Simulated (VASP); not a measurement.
# TmO (P-6m2) in VASP: single point with PBE

Aim: the single point of TmO with PBE.

Everything below comes from runs of VASP 6.6.1. Logs are shortened: lines on timing, memory, paths and dates and some standing lists are left out, and cuts for length are marked.

**1. The cell of the first run**

The structure is hexagonal, space group P-6m2 (No. 187). Conventional cell: a = 2.793 Å, b = 2.793 Å, c = 4.421 Å, α = 90.00°, β = 90.00°, γ = 120.00°. Tm (site symmetry -6m2) has 6 O at 2.74 Å and 6 Tm at 2.79 Å within 3.6 Å. O (site symmetry -6m2) has 6 Tm at 2.74 Å and 6 O at 2.79 Å within 3.6 Å.

**2. Single point, PBE**

Contents of INCAR:

```
SYSTEM = TmO
PREC = Accurate
ENCUT = 520
EDIFF = 1E-6
ISMEAR = 0
SIGMA = 0.1
LREAL = .FALSE.
LASPH = .TRUE.
NELM = 100
ALGO = Normal
ISIF = 2
LWAVE = .FALSE.
LCHARG = .FALSE.
GGA = PE
NBANDS = 22
```

Contents of KPOINTS:

```
Automatic mesh
0
G
  6 6 4
  0 0 0
```

Contents of POSCAR:

```
TmO
1.0
    2.7931136100      0.0000000000      0.0000000000
   -1.3965568000      2.4189073400      0.0000000000
    0.0000000000      0.0000000000      4.4209217000
Tm O
1 1
Direct
    0.0000000000      0.0000000000      0.0000000000
    0.3333333300      0.6666666700      0.5000000000
```

Potentials or basis: VASP PAW PBE potentials, release 64 (Tm, O).

On the command line:

```bash
$ cat potpaw_PBE.64/Tm/POTCAR potpaw_PBE.64/O/POTCAR > POTCAR
$ mpirun -np 1 vasp_std > vasp.out
```

OUTCAR:

```text
SYSTEM = TmO
   PREC = Accurate
   ENCUT = 520
   EDIFF = 1E-6
   ISMEAR = 0
   LREAL = .FALSE.
   LASPH = .TRUE.
   NELM = 100
   ISIF = 2
   GGA = PE

 ion  position               nearest neighbor table
   1  0.000  0.000  0.000-   2 2.74   2 2.74   2 2.74   2 2.74   2 2.74   2 2.74
   2  0.333  0.667  0.500-   1 2.74   1 2.74   1 2.74   1 2.74   1 2.74   1 2.74

  LATTYP: Found a hexagonal cell.
 ALAT       =     2.7931136100
 C/A-ratio  =     1.5827933687

  Lattice vectors:

 A1 = (   2.7931136100,   0.0000000000,   0.0000000000)
 A2 = (  -1.3965568000,   2.4189073400,   0.0000000000)
 A3 = (   0.0000000000,   0.0000000000,   4.4209217000)

Analysis of symmetry for initial positions (statically):
=====================================================================
 Subroutine PRICEL returns:
 Original cell was already a primitive cell.

 Routine SETGRP: Setting up the symmetry group for a
 hexagonal supercell.

 Subroutine GETGRP returns: Found 12 space group operations
 (whereof 12 operations were pure point group operations)
 out of a pool of 24 trial point group operations.

The static configuration has the point symmetry D_3h.

Analysis of symmetry for dynamics (positions and initial velocities):
=====================================================================
 Subroutine PRICEL returns:
 Original cell was already a primitive cell.

 Routine SETGRP: Setting up the symmetry group for a
 hexagonal supercell.

 Subroutine GETGRP returns: Found 12 space group operations
 (whereof 12 operations were pure point group operations)
 out of a pool of 24 trial point group operations.

The dynamic configuration has the point symmetry D_3h.

 Subroutine INISYM returns: Found 12 space group operations
 (whereof 12 operations are pure point group operations),
 and found     1 'primitive' translations

----------------------------------------------------------------------------------------

                                     Primitive cell

  volume of cell :      29.8690

  direct lattice vectors                    reciprocal lattice vectors
     2.793113610  0.000000000  0.000000000     0.358023389  0.206704899  0.000000000
    -1.396556800  2.418907340  0.000000000     0.000000000  0.413409800  0.000000000
     0.000000000  0.000000000  4.420921700     0.000000000  0.000000000  0.226197175

  length of vectors
     2.793113610  2.793113606  4.420921700     0.413409800  0.413409800  0.226197175

  position of ions in fractional coordinates (direct lattice)
     0.000000000  0.000000000  0.000000000
     0.333333330  0.666666670  0.500000000

  ion indices of the primitive-cell ions
   primitive index   ion index
                 1           1
                 2           2

----------------------------------------------------------------------------------------

 KPOINTS: Automatic mesh

Automatic generation of k-mesh.
 Grid dimensions read from file:
 generate k-points for:    6    6    4

 Generating k-lattice:

  Cartesian coordinates                     Fractional coordinates (reciprocal lattice)
     0.059670565  0.034450817  0.000000000     0.166666667 -0.000000000  0.000000000
     0.000000000  0.068901633  0.000000000     0.000000000  0.166666667  0.000000000
     0.000000000  0.000000000  0.056549294     0.000000000  0.000000000  0.250000000

  Length of vectors
     0.068901633  0.068901633  0.056549294

  Shift w.r.t. Gamma in fractional coordinates (k-lattice)
     0.000000000  0.000000000  0.000000000

 Subroutine IBZKPT returns following result:
 ===========================================

 Found     21 irreducible k-points:

 Following reciprocal coordinates:
            Coordinates               Weight
  0.000000  0.000000  0.000000      1.000000
  0.166667  0.000000  0.000000      6.000000
  0.333333  0.000000  0.000000      6.000000
  0.500000  0.000000  0.000000      3.000000
  0.166667  0.166667  0.000000      6.000000
  0.333333  0.166667  0.000000     12.000000
[... 13 lines left out ...]
  0.333333  0.166667  0.500000     12.000000
  0.333333  0.333333  0.500000      2.000000
   k-points           NKPTS =     21   k-points in BZ     NKDIM =     21   number of bands    NBANDS=     22
   number of dos      NEDOS =    301   number of ions     NIONS =      2
   total plane-waves  NPLWV =  20736
   dimension x,y,z NGX =    24 NGY =   24 NGZ =   36
   dimension x,y,z NGXF=    48 NGYF=   48 NGZF=   72
   ions per type =               1   1
   NGX,Y,Z   is equivalent  to a cutoff of  14.28, 14.28, 13.54 a.u.
   NGXF,Y,Z  is equivalent  to a cutoff of  28.57, 28.57, 27.08 a.u.
 SYSTEM =  TmO
   PREC   = accura    normal or accurate (medium, high low for compatibility)
   ISTART =      0    job   : 0-new  1-cont  2-samecut
   ICHARG =      2    charge: 1-file 2-atom 10-const
   ISPIN  =      1    spin polarized calculation?
   LNONCOLLINEAR =      F non collinear calculations
   LSORBIT =      F    spin-orbit coupling
   LASPH  =      T    aspherical Exc in radial PAW
   ENCUT  =  520.0 eV  38.22 Ry    6.18 a.u.   5.19  5.19  8.22*2*pi/ulx,y,z
   NELM   =    100;   NELMIN=  2; NELMDL= -5     # of ELM steps
   EDIFF  = 0.1E-05   stopping-criterion for ELM
   LREAL  =      F    real-space projection
   EDIFFG = 0.1E-04   stopping-criterion for IOM
   NSW    =      0    number of steps for IOM
   IBRION =     -1    ionic relax: 0-MD 1-quasi-New 2-CG
   NFREE  =      0    steps in history (QN), initial steepest desc. (CG)
   ISIF   =      2    stress and relaxation
   ISYM   =      2    0-nonsym 1-usesym 2-fastsym
   POTIM  = 0.5000    time-step for ionic-motion
   TEBEG  =    0.0;   TEEND  =   0.0 temperature during run
   PSTRESS=    0.0 pullay stress
   NELECT =      29.0000    total number of electrons
   NUPDOWN=      -1.0000    fix difference up-down
   EMIN   =  10.00;   EMAX   =-10.00  energy-range for DOS
   EFERMI =   0.00;   METHOD = LEGACY
   ISMEAR =     0;   SIGMA  =   0.10  broadening in eV -4-tet -1-fermi 0-gaus
   EFERMI_NEDOS =   21; number of points for ismear=-14 and -15
   IALGO  =     38    algorithm
   IMIX   =      4    mixing-type and parameters
     AMIX     =   0.40;   BMIX     =  1.00
     AMIX_MAG =   1.60;   BMIX_MAG =  1.00
  volume/ion in A,a.u.               =      14.93       100.78
  Fermi-wavevector in a.u.,A,eV,Ry     =   1.621066  3.063370 35.754123  2.627854
  Thomas-Fermi vector in A             =   2.714902
   LORBIT       =      0    0 simple, 1 ext, 2 COOP (PROOUT), +10 PAW based schemes
   GGA     = PE    functional components
   LHFCALC =     F    Hartree Fock is set to
   AEXX    =    0.0000 exact exchange contribution
   IVDW    =     0    specifies the selected vdW correction
   LEPSILON=     F    determine dielectric tensor
   LRPA    =     F    only Hartree local field effects (RPA)
 non-spin polarized calculation
 Gauss-broadening in eV      SIGMA  =   0.10
  energy-cutoff  :      520.00
  volume of cell :       29.87
 maximum number of plane-waves:       818
 NGX is ok and might be reduce to    24
   NGX = 11   NGY = 11   NGZ = 17

 number of electron      29.0000000 magnetization

 Free energy of the ion-electron system (eV)
  ---------------------------------------------------
  ext. energy  EPLUGINS =         0.00000000
  ---------------------------------------------------
  free energy    TOTEN  =        -9.65128374 eV

  energy without entropy =       -9.60002201  energy(sigma->0) =       -9.62565287

 E-fermi :   2.3366     XC(G=0): -11.6707

 val. band max:        2.3220479940   @ k =   0.1667   0.1667   0.2500
 cond. band min:       2.3504157735   @ k =   0.1667   0.0000   0.0000
 fundamental gap:      0.0283677795
 Fermi energy:         2.3365573589

 k-point     1 :       0.0000    0.0000    0.0000
  band No.  band energies     occupation
      1     -47.5806      2.00000
      2     -20.6468      2.00000
      3     -19.4549      2.00000
      4     -19.4549      2.00000
      5     -14.6149      2.00000
      6      -0.3025      2.00000
[... 14 lines left out ...]
     21      12.1491      0.00000
     22      13.6865      0.00000

 k-point     2 :       0.1667    0.0000    0.0000
  band No.  band energies     occupation
      1     -47.4769      2.00000
      2     -20.5007      2.00000
      3     -20.3633      2.00000
      4     -19.6442      2.00000
      5     -14.3529      2.00000
      6      -0.4060      2.00000
[... 14 lines left out ...]
     21      11.5196      0.00000
     22      15.5806      0.00000

 k-point     3 :       0.3333    0.0000    0.0000
  band No.  band energies     occupation
      1     -47.2630      2.00000
      2     -21.9108      2.00000
      3     -20.1954      2.00000
      4     -20.0041      2.00000
      5     -13.8266      2.00000
      6      -0.6735      2.00000
[... 14 lines left out ...]
     21      12.0509      0.00000
     22      15.9905      0.00000

 k-point     4 :       0.5000    0.0000    0.0000
  band No.  band energies     occupation
      1     -47.1525      2.00000
      2     -22.5954      2.00000
      3     -20.1757      2.00000
      4     -20.0353      2.00000
      5     -13.5457      2.00000
      6      -1.3051      2.00000
[... 14 lines left out ...]
     21      15.3321      0.00000
     22      15.8762      0.00000

 k-point     5 :       0.1667    0.1667    0.0000
  band No.  band energies     occupation
      1     -47.3175      2.00000
      2     -21.3967      2.00000
      3     -20.2738      2.00000
      4     -20.1105      2.00000
      5     -13.9594      2.00000
      6      -0.5729      2.00000
[... 342 lines left out ...]
 k-point    19 :       0.1667    0.1667    0.5000
  band No.  band energies     occupation
      1     -47.3169      2.00000
      2     -21.3800      2.00000
      3     -20.3658      2.00000
      4     -20.1067      2.00000
      5     -13.8238      2.00000
      6      -0.8450      2.00000
[... 14 lines left out ...]
     21      11.6048      0.00000
     22      15.4453      0.00000

 k-point    20 :       0.3333    0.1667    0.5000
  band No.  band energies     occupation
      1     -47.1527      2.00000
      2     -22.2215      2.00000
      3     -20.6564      2.00000
      4     -20.0810      2.00000
      5     -13.6069      2.00000
      6      -0.5879      2.00000
[... 14 lines left out ...]
     21      16.1659      0.00000
     22      17.1246      0.00000

 k-point    21 :       0.3333    0.3333    0.5000
  band No.  band energies     occupation
      1     -47.0972      2.00000
      2     -21.7147      2.00000
      3     -21.7083      2.00000
      4     -19.9851      2.00000
      5     -13.5248      2.00000
      6      -0.4948      2.00000
[... 14 lines left out ...]
     21      15.4861      0.00000
     22      17.1270      0.00000

------------------------ aborting loop because EDIFF is reached ----------------------------------------

  FORCE on cell =-STRESS in cart. coord.  units (eV):
  Direction    XX          YY          ZZ          XY          YZ          ZX
  --------------------------------------------------------------------------------------
  -------------------------------------------------------------------------------------
  Total        5.2270826      5.2270826    -13.4024851      0.0000000      0.0000000      0.0000000
  in kB      280.3814589    280.3814585   -718.9112135      0.0000006      0.0000000      0.0000000
  external PRESSURE =     -52.7160987 kB  Pullay stress =       0.0000000 kB

 VOLUME and BASIS-vectors are now :
 -----------------------------------------------------------------------------
  energy-cutoff  :      520.00
  volume of cell :       29.87
      direct lattice vectors                 reciprocal lattice vectors
     2.793113610  0.000000000  0.000000000     0.358023389  0.206704899  0.000000000
    -1.396556800  2.418907340  0.000000000     0.000000000  0.413409800  0.000000000
     0.000000000  0.000000000  4.420921700     0.000000000  0.000000000  0.226197175

 POSITION                                       TOTAL-FORCE (eV/Angst)
 -----------------------------------------------------------------------------------
      0.00000      0.00000      0.00000        -0.000000      0.000000      0.000000
     -0.00000      1.61260      2.21046         0.000000     -0.000000      0.000000
 -----------------------------------------------------------------------------------
    total drift:                                0.000017     -0.000010      0.000000

  FREE ENERGIE OF THE ION-ELECTRON SYSTEM (eV)
  ---------------------------------------------------
  free  energy   TOTEN  =        -9.6512837401 eV

  energy  without entropy=       -9.6000220057  energy(sigma->0) =       -9.62565287
```

Wall time 76 s (1 thread of Intel Xeon 8259CL, shared host); peak memory 0.17 GiB.

What came out:

```
Free energy : -9.6513 eV
Pressure    : -5.3 GPa
```

Caveat: the k points lie up to 0.43 Å⁻¹ apart; spin-orbit coupling is left out, which moves the levels of the heavy elements; an odd number of electrons without spin polarisation forces a metal; a magnetic or distorted state may lie lower; the run has no spin polarisation, though such a crystal can be magnetic; without U or exact exchange the open f shell lies at the Fermi level, which spoils levels, moments and volumes. With open d or f shells a metallic result of PBE can be an artefact of self-interaction; +U or a hybrid may open a gap.
